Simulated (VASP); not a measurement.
# TiAl (Pm-3m) in VASP: notebook, part 2 of 2

VASP 6.6.1. Earlier steps stand in the parts before.

### Step 5. Single point, PBE (strained)

INCAR

```
PREC = Accurate
ENCUT = 520
EDIFF = 1E-6
ISMEAR = 0
SIGMA = 0.1
LREAL = F
LASPH = T
NELM = 100
ALGO = Fast
ISIF = 2
LWAVE = F
LCHARG = T
GGA = PE
LELF = T
LVHAR = T
NBANDS = 14
```

KPOINTS

```
regular mesh
0
Gamma
  14 14 14
```

POSCAR

```
TiAl
1.0
    3.3306099809      0.0000000000      0.0000000000
    0.0000000000      3.3306099809      0.0000000000
    0.0000000000      0.0000000000      3.3306099809
Ti Al
1 1
Direct
    0.0000000000      0.0000000000      0.0000000000
    0.5000000000      0.5000000000      0.5000000000
```

Potentials or basis: VASP PAW PBE potentials, release 64 (Ti_sv, Al).

Started as:

```sh
$ cat potpaw_PBE.64/Ti_sv/POTCAR potpaw_PBE.64/Al/POTCAR > POTCAR
$ mpirun -np 1 vasp_std > vasp.out
```

OUTCAR:

```text
PREC = Accurate
   ENCUT = 520
   EDIFF = 1E-6
   ISMEAR = 0
   LREAL = F
   LASPH = T
   NELM = 100
   ISIF = 2
   GGA = PE

 ion  position               nearest neighbor table
   1  0.000  0.000  0.000-   2 2.88   2 2.88   2 2.88   2 2.88   2 2.88   2 2.88   2 2.88   2 2.88

   2  0.500  0.500  0.500-   1 2.88   1 2.88   1 2.88   1 2.88   1 2.88   1 2.88   1 2.88   1 2.88

  LATTYP: Found a simple cubic cell.
 ALAT       =     3.3306099809

  Lattice vectors:

[... 587 lines left out ...]
      8       7.3324      1.41438
      9       7.8252      0.00000
     10       8.5207      0.00000
     11       9.7551      0.00000
     12      11.5592      0.00000
     13      14.2490      0.00000
     14      14.4713      0.00000

 [... further k-points ...]
[... 5 lines left out ...]
  --------------------------------------------------------------------------------------
  -------------------------------------------------------------------------------------
  Total       -2.6023500     -2.6023500     -2.6023500     -0.0000000     -0.0000000      0.0000000
  in kB     -112.8508781   -112.8508781   -112.8508781     -0.0000000     -0.0000000      0.0000000
  external PRESSURE =    -112.8508781 kB  Pullay stress =       0.0000000 kB

 VOLUME and BASIS-vectors are now :
 -----------------------------------------------------------------------------
  energy-cutoff  :      520.00
  volume of cell :       36.95
      direct lattice vectors                 reciprocal lattice vectors
     3.330609981  0.000000000  0.000000000     0.300245302  0.000000000  0.000000000
     0.000000000  3.330609981  0.000000000     0.000000000  0.300245302  0.000000000
     0.000000000  0.000000000  3.330609981     0.000000000  0.000000000  0.300245302

 POSITION                                       TOTAL-FORCE (eV/Angst)
 -----------------------------------------------------------------------------------
      0.00000      0.00000      0.00000         0.000000      0.000000      0.000000
      1.66530      1.66530      1.66530         0.000000      0.000000      0.000000
 -----------------------------------------------------------------------------------
    total drift:                               -0.000000     -0.000000     -0.000000

  FREE ENERGIE OF THE ION-ELECTRON SYSTEM (eV)
  ---------------------------------------------------
  free  energy   TOTEN  =       -11.9352480274 eV

  energy  without entropy=      -11.9209394305  energy(sigma->0) =      -11.92809373
```

OSZICAR:

```text
N       E                     dE             d eps       ncg     rms          rms(c)
DAV:   1     0.968110201641E+02    0.96811E+02   -0.70480E+03  3360   0.105E+03
DAV:   2    -0.803927539151E+01   -0.10485E+03   -0.10123E+03  3468   0.293E+02
DAV:   3    -0.136536994645E+02   -0.56144E+01   -0.54459E+01  5240   0.648E+01
[... 17 lines left out ...]
RMM:  21    -0.119352420804E+02   -0.25052E-05   -0.25649E-05  3299   0.150E-02    0.290E-03
RMM:  22    -0.119352444708E+02   -0.23904E-05   -0.24981E-05  3326   0.132E-02    0.357E-03
RMM:  23    -0.119352458638E+02   -0.13930E-05   -0.14192E-05  2887   0.113E-02    0.262E-03
RMM:  24    -0.119352472509E+02   -0.13871E-05   -0.14209E-05  3233   0.124E-02    0.100E-03
RMM:  25    -0.119352480274E+02   -0.77650E-06   -0.81656E-06  2851   0.986E-03
   1 F= -.11935248E+02 E0= -.11928094E+02  d E =-.143086E-01
```

Run time: 90 s. Hardware: 1 thread of Intel Xeon 6975P-C, shared host; peak memory 0.2 GiB.

What came out:

| Quantity | Value |
| --- | --- |
| Free energy | -11.9352 eV |
| Pressure | -11.3 GPa |

Caveat: the cell differs from its parent crystal (strained).

### Step 6. Single point, r2SCAN (functional r2SCAN, strained)

POSCAR

```
TiAl
1.0
    3.2735139914      0.0000000000      0.0000000000
    0.0000000000      3.2735139914      0.0000000000
    0.0000000000      0.0000000000      3.2735139914
Ti Al
1 1
Direct
    0.0000000000      0.0000000000      0.0000000000
    0.5000000000      0.5000000000      0.5000000000
```

INCAR.step1

```
SYSTEM = TiAl
  ALGO = Normal
  EDIFF = 1E-4
  ENCUT = 520
  GGA = PE
  ISMEAR = 0
  LASPH = .TRUE.
  LCHARG = .FALSE.
  LREAL = .FALSE.
  LWAVE = .TRUE.
  NBANDS = 14
  NELM = 100
  PREC = Accurate
  SIGMA = 0.1
```

INCAR.step2

```
SYSTEM = TiAl
  ALGO = Normal
  EDIFF = 1E-7
  ENCUT = 520
  ISIF = 2
  ISMEAR = 0
  ISTART = 1
  LASPH = .TRUE.
  LCHARG = .FALSE.
  LMIXTAU = .TRUE.
  LREAL = .FALSE.
  LWAVE = .FALSE.
  METAGGA = R2SCAN
  NBANDS = 14
  NELM = 100
  PREC = Accurate
  SIGMA = 0.1
```

KPOINTS

```
k-points
0
G
  14 14 14
  0 0 0
```

Potentials or basis: VASP PAW PBE potentials, release 64 (Ti_sv, Al).

Started as:

```sh
$ cat potpaw_PBE.64/Ti_sv/POTCAR potpaw_PBE.64/Al/POTCAR > POTCAR
$ cp INCAR.step1 INCAR
$ mpirun -np 1 vasp_std > vasp.out
$ cp INCAR.step2 INCAR
$ mpirun -np 1 vasp_std > vasp.out
```

OUTCAR:

```text
SYSTEM = TiAl
   EDIFF = 1E-7
   ENCUT = 520
   ISIF = 2
   ISMEAR = 0
   ISTART = 1
   LASPH = .TRUE.
   LREAL = .FALSE.
   METAGGA = R2SCAN
   NELM = 100
   PREC = Accurate

 ion  position               nearest neighbor table
   1  0.000  0.000  0.000-   2 2.83   2 2.83   2 2.83   2 2.83   2 2.83   2 2.83   2 2.83   2 2.83

   2  0.500  0.500  0.500-   1 2.83   1 2.83   1 2.83   1 2.83   1 2.83   1 2.83   1 2.83   1 2.83

  LATTYP: Found a simple cubic cell.
 ALAT       =     3.2735139914

  Lattice vectors:

 A1 = (   3.2735139914,   0.0000000000,   0.0000000000)
 A2 = (   0.0000000000,   3.2735139914,   0.0000000000)
 A3 = (   0.0000000000,   0.0000000000,   3.2735139914)

Analysis of symmetry for initial positions (statically):
=====================================================================
 Subroutine PRICEL returns:
 Original cell was already a primitive cell.

 Routine SETGRP: Setting up the symmetry group for a
 simple cubic supercell.

 Subroutine GETGRP returns: Found 48 space group operations
 (whereof 48 operations were pure point group operations)
 out of a pool of 48 trial point group operations.

The static configuration has the point symmetry O_h .

[... 167 lines left out ...]
 k-point     1 :       0.0000    0.0000    0.0000
  band No.  band energies     occupation
      1     -51.5374      2.00000
      2     -26.6954      2.00000
      3     -26.6954      2.00000
      4     -26.6954      2.00000
      5      -1.5322      2.00000
      6       6.5182      2.00000
      7       6.5182      2.00000
      8       9.7759      0.00000
      9       9.7759      0.00000
     10       9.7759      0.00000
     11      12.1379      0.00000
     12      12.1379      0.00000
     13      12.1379      0.00000
     14      16.4992      0.00000
[... 377 lines left out ...]
      1     -51.5247      2.00000
      2     -26.7963      2.00000
      3     -26.7357      2.00000
      4     -26.6818      2.00000
      5       0.9403      2.00000
      6       4.6374      2.00000
      7       6.7357      2.00000
      8       7.8837      1.62619
      9       8.5735      0.00000
     10       9.3672      0.00000
     11      10.6051      0.00000
     12      12.7099      0.00000
     13      15.3489      0.00000
     14      15.8328      0.00000

 [... further k-points ...]
[... 5 lines left out ...]
  --------------------------------------------------------------------------------------
  -------------------------------------------------------------------------------------
  Total       -2.0454652     -2.0454652     -2.0454652     -0.0000000      0.0000000      0.0000000
  in kB      -93.4243483    -93.4243483    -93.4243483     -0.0000000      0.0000000      0.0000000
  external PRESSURE =     -93.4243483 kB  Pullay stress =       0.0000000 kB

 VOLUME and BASIS-vectors are now :
 -----------------------------------------------------------------------------
  energy-cutoff  :      520.00
  volume of cell :       35.08
      direct lattice vectors                 reciprocal lattice vectors
     3.273513991  0.000000000  0.000000000     0.305482122  0.000000000  0.000000000
     0.000000000  3.273513991  0.000000000     0.000000000  0.305482122  0.000000000
     0.000000000  0.000000000  3.273513991     0.000000000  0.000000000  0.305482122

 POSITION                                       TOTAL-FORCE (eV/Angst)
 -----------------------------------------------------------------------------------
      0.00000      0.00000      0.00000         0.000000      0.000000      0.000000
      1.63676      1.63676      1.63676         0.000000      0.000000      0.000000
 -----------------------------------------------------------------------------------
    total drift:                                0.000000      0.000000      0.000000

  FREE ENERGIE OF THE ION-ELECTRON SYSTEM (eV)
  ---------------------------------------------------
  free  energy   TOTEN  =       -20.2173852723 eV

  energy  without entropy=      -20.2058166195  energy(sigma->0) =      -20.21160095
```

Run time: 83 s. Hardware: 1 thread of Intel Xeon 6975P-C, shared host; peak memory 0.19 GiB.

Results:

```yaml
Free_energy: -20.2174 eV
Pressure: -9.3 GPa
```

Caveat: the cell differs from its parent crystal (functional r2SCAN, strained); the PAW data sets were made with another functional, which shifts forces and pressure a little.

### Step 7. Single point, PBE (strained)

INCAR

```
SYSTEM = TiAl
PREC = Accurate ; ENCUT = 500
EDIFF = 1E-6 ; ISMEAR = 0
SIGMA = 0.1 ; LREAL = .FALSE.
LASPH = .TRUE. ; NELM = 120
ALGO = Normal ; ISIF = 2
LWAVE = .FALSE. ; LCHARG = .TRUE.
GGA = PE ; LELF = .TRUE.
LVHAR = .TRUE. ; NBANDS = 14
GGA_COMPAT = .FALSE.
```

KPOINTS

```
Automatic mesh
0
G
  14 14 14
  0 0 0
```

POSCAR

```
TiAl
1.0
    3.2621965236      0.0000000000      0.0000000000
    0.0000000000      3.2621965236      0.0000000000
    0.0000000000      0.0000000000      3.2621965236
Ti Al
1 1
Direct
    0.0000000000      0.0000000000      0.0000000000
    0.5000000000      0.5000000000      0.5000000000
```

Started as:

```sh
$ cat potpaw_PBE.64/Ti_sv/POTCAR potpaw_PBE.64/Al/POTCAR > POTCAR
$ mpirun -np 1 vasp_std > vasp.out
```

Run time: 54 s. Hardware: 1 thread of Intel Xeon 8259CL, shared host; peak memory 0.18 GiB.

The run converged. Its results:

```
Free energy : -12.0628 eV
Pressure    : -6.9 GPa
```

Levels at points of the mesh, in eV from the Fermi level:
```tsv
k point	band 3	band 4	band 5	band 6	band 7	band 8	band 9	band 10	band 11	band 12
(0.00, 0.00, 0.00)	-33.27	-33.27	-8.94	-1.28	-1.28	1.62	1.62	1.62	4.05	4.05
(0.50, 0.00, 0.00)	-33.26	-33.26	-5.93	-4.97	-0.49	0.13	0.13	1.80	2.66	6.43
(0.50, 0.50, 0.00)	-33.38	-33.24	-4.82	-2.08	-2.08	-1.38	0.66	0.66	2.44	4.19
(0.50, 0.50, 0.50)	-33.36	-33.36	-2.86	-2.86	-2.86	0.19	2.49	2.49	2.71	2.71
```

Caveat: the cell differs from its parent crystal (strained).

### Step 8. The runs side by side

| level | potentials or basis | cell | cutoff (eV) | gap on the mesh (eV) | pressure (GPa) |
| --- | --- | --- | --- | --- | --- |
| PBE | VASP PAW PBE potentials, release 64 (Ti_sv, Al) | a = 3.223 Å, 2 atoms | 520 | none | -3.6 |
| PBE | VASP PAW PBE potentials, release 64 (Ti_sv, Al) | a = 3.222 Å, 2 atoms | 520 | none | -3.5 |
| LDA | VASP PAW LDA potentials, release 64 (Ti_sv, Al) | a = 3.259 Å, 2 atoms | 520 | none | -12.3 |
| PBE | VASP PAW PBE potentials, release 64 (Ti_sv, Al) | a = 3.331 Å, 2 atoms | 520 | none | -11.3 |
| r2SCAN | VASP PAW PBE potentials, release 64 (Ti_sv, Al) | a = 3.274 Å, 2 atoms | 520 | none | -9.3 |
| PBE | VASP PAW PBE potentials, release 64 (Ti_sv, Al) | a = 3.262 Å, 2 atoms | 500 | none | -6.9 |

Alike in all rows: task single point; no spin polarisation; k mesh 14 × 14 × 14; smearing gaussian 0.1 eV.

Caveats: the PAW data sets were made with another functional, which shifts forces and pressure a little (some runs).

Total energies depend on the potentials used, so only differences within one code and one set of settings carry meaning.
